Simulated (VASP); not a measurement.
# PbS (Pm-3m) in VASP: a series of runs

Aim: see how the results for PbS move with the level of theory and the settings. Levels: PBE-based screened hybrid, PBE0. Tasks: single point.

Everything below comes from runs of VASP 6.6.1. Logs are shortened: lines on timing, memory, paths and dates and some standing lists are left out, and cuts for length are marked.

**1. The cell of the first run**

It takes space group Pm-3m (No. 221, cubic). The conventional cell has a = 3.654 Å, b = 3.654 Å, c = 3.654 Å, α = 90.00°, β = 90.00°, γ = 90.00°. Within 4.2 Å of Pb (site symmetry m-3m) lie 8 S at 3.16 Å and 6 Pb at 3.65 Å. Within 4.2 Å of S (site symmetry m-3m) lie 8 Pb at 3.16 Å and 6 S at 3.65 Å.

**2. Single point, PBE-based screened hybrid**

POSCAR reads:

```
PbS
1.0
    3.6536590000      0.0000000000      0.0000000000
    0.0000000000      3.6536590000      0.0000000000
    0.0000000000      0.0000000000      3.6536590000
Pb S
1 1
Direct
    0.0000000000      0.0000000000      0.0000000000
    0.5000000000      0.5000000000      0.5000000000
```

INCAR.step1 reads:

```
PREC     = Accurate       # precision mode
ENCUT    = 520            # plane-wave cutoff, eV
EDIFF    = 1E-5           # SCF threshold, eV
ISMEAR   = -1             # smearing method
SIGMA    = 0.05           # smearing width, eV
LREAL    = False          # projectors in reciprocal space
LASPH    = True           # aspherical terms in the spheres
NELM     = 100            # most SCF steps
ALGO     = Normal         # electronic algorithm
ISIF     = 2              # what is computed and relaxed
LWAVE    = True           # write WAVECAR
GGA      = PE             # functional
NBANDS   = 17             # bands
```

INCAR.step2 reads:

```
PREC     = Accurate       # precision mode
ENCUT    = 520            # plane-wave cutoff, eV
EDIFF    = 1E-6           # SCF threshold, eV
ISMEAR   = -1             # smearing method
SIGMA    = 0.05           # smearing width, eV
LREAL    = False          # projectors in reciprocal space
LASPH    = True           # aspherical terms in the spheres
NELM     = 100            # most SCF steps
ALGO     = Normal         # electronic algorithm
ISIF     = 2              # what is computed and relaxed
LWAVE    = False          # write WAVECAR
LCHARG   = True           # write CHGCAR
GGA      = PE             # functional
LHFCALC  = True           # exact exchange
AEXX     = 0.4            # exact-exchange fraction
HFSCREEN = 0.2            # screening, 1/A
PRECFOCK = Normal       
LELF     = True           # ELF
LVHAR    = True         
ISTART   = 1            
NBANDS   = 17             # bands
```

KPOINTS reads:

```
Automatic mesh
0
Gamma
  4 4 4
```

Potentials or basis: VASP PAW PBE potentials, release 64 (Pb_d, S).

Started as:

```bash
> cat potpaw_PBE.64/Pb_d/POTCAR potpaw_PBE.64/S/POTCAR > POTCAR
> cp INCAR.step1 INCAR
> mpirun -np 1 vasp_std > vasp.out
> cp INCAR.step2 INCAR
> mpirun -np 1 vasp_std > vasp.out
```

OUTCAR:

```text
PREC = Accurate
   ENCUT = 520
   EDIFF = 1E-6
   ISMEAR = -1
   LREAL = False
   LASPH = True
   NELM = 100
   ISIF = 2
   GGA = PE
   LHFCALC = True
   AEXX = 0.4
   HFSCREEN = 0.2
   PRECFOCK = Normal
   ISTART = 1

 ion  position               nearest neighbor table
   1  0.000  0.000  0.000-   2 3.16   2 3.16   2 3.16   2 3.16   2 3.16   2 3.16   2 3.16   2 3.16

   2  0.500  0.500  0.500-   1 3.16   1 3.16   1 3.16   1 3.16   1 3.16   1 3.16   1 3.16   1 3.16

  LATTYP: Found a simple cubic cell.
 ALAT       =     3.6536590000

  Lattice vectors:

 A1 = (   3.6536590000,   0.0000000000,   0.0000000000)
 A2 = (   0.0000000000,   3.6536590000,   0.0000000000)
 A3 = (   0.0000000000,   0.0000000000,   3.6536590000)

Analysis of symmetry for initial positions (statically):
=====================================================================
 Subroutine PRICEL returns:
 Original cell was already a primitive cell.

 Routine SETGRP: Setting up the symmetry group for a
 simple cubic supercell.

 Subroutine GETGRP returns: Found 48 space group operations
 (whereof 48 operations were pure point group operations)
 out of a pool of 48 trial point group operations.

The static configuration has the point symmetry O_h .

Analysis of symmetry for dynamics (positions and initial velocities):
=====================================================================
 Subroutine PRICEL returns:
 Original cell was already a primitive cell.

 Routine SETGRP: Setting up the symmetry group for a
 simple cubic supercell.

 Subroutine GETGRP returns: Found 48 space group operations
 (whereof 48 operations were pure point group operations)
 out of a pool of 48 trial point group operations.

The dynamic configuration has the point symmetry O_h .

 Subroutine INISYM returns: Found 48 space group operations
 (whereof 48 operations are pure point group operations),
 and found     1 'primitive' translations

----------------------------------------------------------------------------------------

                                     Primitive cell

  volume of cell :      48.7735

  direct lattice vectors                    reciprocal lattice vectors
     3.653659000  0.000000000  0.000000000     0.273698230  0.000000000  0.000000000
     0.000000000  3.653659000  0.000000000     0.000000000  0.273698230  0.000000000
     0.000000000  0.000000000  3.653659000     0.000000000  0.000000000  0.273698230
[... 75 lines left out ...]
   ISIF   =      2    stress and relaxation
   ISYM   =      3    0-nonsym 1-usesym 2-fastsym
   POTIM  = 0.5000    time-step for ionic-motion
   TEBEG  =    0.0;   TEEND  =   0.0 temperature during run
   PSTRESS=    0.0 pullay stress
   NELECT =      20.0000    total number of electrons
   NUPDOWN=      -1.0000    fix difference up-down
   EMIN   =  10.00;   EMAX   =-10.00  energy-range for DOS
   EFERMI =   0.00;   METHOD = LEGACY
   ISMEAR =    -1;   SIGMA  =   0.05  broadening in eV -4-tet -1-fermi 0-gaus
   EFERMI_NEDOS =   21; number of points for ismear=-14 and -15
   IALGO  =     38    algorithm
   IMIX   =      1    mixing-type and parameters
     AMIX     =   0.40;   BMIX     =  1.00
     AMIX_MAG =   1.60;   BMIX_MAG =  1.00
  volume/ion in A,a.u.               =      24.39       164.57
  Fermi-wavevector in a.u.,A,eV,Ry     =   1.216252  2.298383 20.126668  1.479268
  Thomas-Fermi vector in A             =   2.351612
   LORBIT       =      0    0 simple, 1 ext, 2 COOP (PROOUT), +10 PAW based schemes
   GGA     = PE    functional components
   LHFCALC =     T    Hartree Fock is set to
   PRECFOCK=normal    Normal, Fast or Accurate (Low or Medium for compatibility)
   ENCUT4O =  -1.0   cutoff for four orbital integrals eV
   NKREDX  =     1    reduce k-point grid by
   NKREDY  =     1    reduce k-point grid by
   NKREDZ  =     1    reduce k-point grid by
   AEXX    =    0.4000 exact exchange contribution
   HFSCREEN=    0.2000 screening length (either q_TF or 0.3 A-1)
   HFSCREENC=   0.2000 screening length for correlation (either q_TF or 0.3 A-1)
   ENCUTFOCK=  -1.0 apply spherical cutoff to Coloumb kernel
   IVDW    =     0    specifies the selected vdW correction
   LEPSILON=     F    determine dielectric tensor
   LRPA    =     F    only Hartree local field effects (RPA)
 non-spin polarized calculation
  energy-cutoff  :      520.00
  volume of cell :       48.77
 maximum number of plane-waves:      1357
 NGX is ok and might be reduce to    28
  NGX = 24; NGY = 24; NGZ = 24

 number of electron      19.9999995 magnetization

 Free energy of the ion-electron system (eV)
  ---------------------------------------------------
  ext. energy  EPLUGINS =         0.00000000
  ---------------------------------------------------
  free energy    TOTEN  =       -10.83639017 eV

  energy without entropy =      -10.83341746  energy(sigma->0) =      -10.83490381

 E-fermi :   5.6201     XC(G=0):  -7.3489

 val. band max:        5.5079763281   @ k =   0.5000   0.0000   0.0000
 cond. band min:       5.7320778388   @ k =   0.5000   0.5000   0.5000
 fundamental gap:      0.2241015107
 Fermi energy:         5.6200562873

 k-point     1 :       0.0000    0.0000    0.0000
  band No.  band energies     occupation
      1     -14.2486      2.00000
      2     -14.2485      2.00000
      3     -14.0456      2.00000
      4     -14.0456      2.00000
      5     -14.0456      2.00000
      6      -9.8849      2.00000
[... 177 lines left out ...]
      4     -13.9826      2.00000
      5     -13.9826      2.00000
      6      -7.2722      2.00000
[... 9 lines left out ...]
     16      21.3376      0.00000
     17      24.3949      0.00000

------------------------ aborting loop because EDIFF is reached ----------------------------------------

  FORCE on cell =-STRESS in cart. coord.  units (eV):
  Direction    XX          YY          ZZ          XY          YZ          ZX
  --------------------------------------------------------------------------------------
  -------------------------------------------------------------------------------------
  Total       -0.5823295     -0.5823295     -0.5823295      0.0000000     -0.0000000      0.0000000
  in kB      -19.1291341    -19.1291341    -19.1291341      0.0000000     -0.0000000      0.0000000
  external PRESSURE =     -19.1291341 kB  Pullay stress =       0.0000000 kB

 VOLUME and BASIS-vectors are now :
 -----------------------------------------------------------------------------
  energy-cutoff  :      520.00
  volume of cell :       48.77
      direct lattice vectors                 reciprocal lattice vectors
     3.653659000  0.000000000  0.000000000     0.273698230  0.000000000  0.000000000
     0.000000000  3.653659000  0.000000000     0.000000000  0.273698230  0.000000000
     0.000000000  0.000000000  3.653659000     0.000000000  0.000000000  0.273698230

 POSITION                                       TOTAL-FORCE (eV/Angst)
 -----------------------------------------------------------------------------------
      0.00000      0.00000      0.00000         0.000000      0.000000      0.000000
      1.82683      1.82683      1.82683         0.000000      0.000000      0.000000
 -----------------------------------------------------------------------------------
    total drift:                                0.000004      0.000006      0.000005

  FREE ENERGIE OF THE ION-ELECTRON SYSTEM (eV)
  ---------------------------------------------------
  free  energy   TOTEN  =       -10.8363901664 eV

  energy  without entropy=      -10.8334174632  energy(sigma->0) =      -10.83490381
```

OUTCAR.step1:

```text
PREC = Accurate
   ENCUT = 520
   EDIFF = 1E-5
   ISMEAR = -1
   LREAL = False
[... 406 lines left out ...]
      0.00000      0.00000      0.00000         0.000000      0.000000      0.000000
      1.82683      1.82683      1.82683         0.000000      0.000000      0.000000
 -----------------------------------------------------------------------------------
    total drift:                               -0.000000      0.000000      0.000000

  FREE ENERGIE OF THE ION-ELECTRON SYSTEM (eV)
  ---------------------------------------------------
  free  energy   TOTEN  =        -8.1840528833 eV

  energy  without entropy=       -8.1765070118  energy(sigma->0) =       -8.18027995
```

OSZICAR.step1:

```text
N       E                     dE             d eps       ncg     rms          rms(c)
DAV:   1     0.154404389472E+03    0.15440E+03   -0.96343E+03   340   0.127E+03
DAV:   2     0.196048074073E+01   -0.15244E+03   -0.14693E+03   372   0.314E+02
DAV:   3    -0.863130758053E+01   -0.10592E+02   -0.10473E+02   425   0.881E+01
DAV:   4    -0.887914978023E+01   -0.24784E+00   -0.24769E+00   463   0.144E+01
DAV:   5    -0.888789492135E+01   -0.87451E-02   -0.87445E-02   494   0.260E+00    0.428E+00
DAV:   6    -0.819241080476E+01    0.69548E+00   -0.17583E+00   508   0.931E+00    0.307E+00
DAV:   7    -0.818750519459E+01    0.49056E-02   -0.12712E-01   389   0.185E+00    0.180E+00
DAV:   8    -0.818415816939E+01    0.33470E-02   -0.15025E-02   394   0.117E+00    0.311E-01
DAV:   9    -0.818396326959E+01    0.19490E-03   -0.16074E-03   485   0.297E-01    0.107E-01
DAV:  10    -0.818406567081E+01   -0.10240E-03   -0.22033E-04   402   0.978E-02    0.864E-02
DAV:  11    -0.818405303698E+01    0.12634E-04   -0.34677E-05   409   0.530E-02    0.719E-03
DAV:  12    -0.818405288334E+01    0.15364E-06   -0.91753E-07   215   0.677E-03
   1 F= -.81840529E+01 E0= -.81802799E+01  d E =-.754587E-02
```

It took 9.8 min on 1 thread of Intel Xeon Platinum 8375C at 2.90GHz (Ice Lake), shared host; peak memory 0.28 GiB.

What came out:

```
Free energy            : -10.8364 eV
Pressure               : -1.9 GPa
Band gap on the k mesh : 0.22 eV, indirect (least direct gap 1.19 eV)
```

Caveat: the k points lie up to 0.43 Å⁻¹ apart; the PAW data sets were made with another functional, which shifts forces and pressure a little; spin-orbit coupling is left out, which moves the levels of the heavy elements.

**3. Single point, PBE0**

This run uses another cell than the first one, of 22.92 Å³/atom, 0.940 times its volume.

POSCAR reads:

```
PbS
1.0
    3.5790736024      0.0000000000      0.0000000000
    0.0000000000      3.5790736024      0.0000000000
    0.0000000000      0.0000000000      3.5790736024
Pb S
1 1
Direct
    0.0000000000      0.0000000000      0.0000000000
    0.5000000000      0.5000000000      0.5000000000
```

INCAR.step1 reads:

```
SYSTEM = PbS
ALGO = Normal ; EDIFF = 1E-5
ENCUT = 520 ; GGA = PE
ISIF = 2 ; ISMEAR = -1
LASPH = .TRUE. ; LCHARG = .FALSE.
LREAL = .FALSE. ; LWAVE = .TRUE.
NBANDS = 17 ; NELM = 80
PREC = Accurate ; SIGMA = 0.05
```

INCAR.step2 reads:

```
SYSTEM = PbS
AEXX = 0.25 ; ALGO = Normal
EDIFF = 1E-6 ; ENCUT = 520
GGA = PE ; ISIF = 2
ISMEAR = -1 ; ISTART = 1
LASPH = .TRUE. ; LCHARG = .FALSE.
LHFCALC = .TRUE. ; LREAL = .FALSE.
LWAVE = .FALSE. ; NBANDS = 17
NELM = 80 ; PREC = Accurate
PRECFOCK = Normal ; SIGMA = 0.05
```

KPOINTS reads:

```
k-points
0
G
  4 4 4
  0 0 0
```

Potentials or basis: VASP PAW PBE potentials, release 64 (Pb_d, S).

Started as:

```bash
> cat potpaw_PBE.64/Pb_d/POTCAR potpaw_PBE.64/S/POTCAR > POTCAR
> cp INCAR.step1 INCAR
> mpirun -np 1 vasp_std > vasp.out
> cp INCAR.step2 INCAR
> mpirun -np 1 vasp_std > vasp.out
```

It took 9.5 min on 1 thread of AMD EPYC 7R43 (Zen 3), shared host; peak memory 0.14 GiB.

Results (log left out):

```yaml
Free_energy: -10.8538 eV
Pressure: 1.1 GPa
Band_gap_on_the_k_mesh: zero (band 10 reaches 6.96 eV, above the bottom of band 11 at 5.86 eV)
```

Levels at points of the mesh, in eV from the Fermi level:
```
           k point  band 8  band 9  band 10  band 11  band 12  band 13
(0.00, 0.00, 0.00)   -2.39   -2.39    -2.39     6.53     6.53     8.48
(0.50, 0.00, 0.00)   -1.03   -1.03     0.54     1.28     5.18     5.18
(0.50, 0.50, 0.00)   -5.74   -5.74    -0.81     5.73     5.73     7.70
(0.50, 0.50, 0.50)   -3.30   -3.30    -3.30    -0.56    -0.56    -0.56
```

Caveat: the k points lie up to 0.44 Å⁻¹ apart; the PAW data sets were made with another functional, which shifts forces and pressure a little; spin-orbit coupling is left out, which moves the levels of the heavy elements.

(Continued in part 2 of 2.)
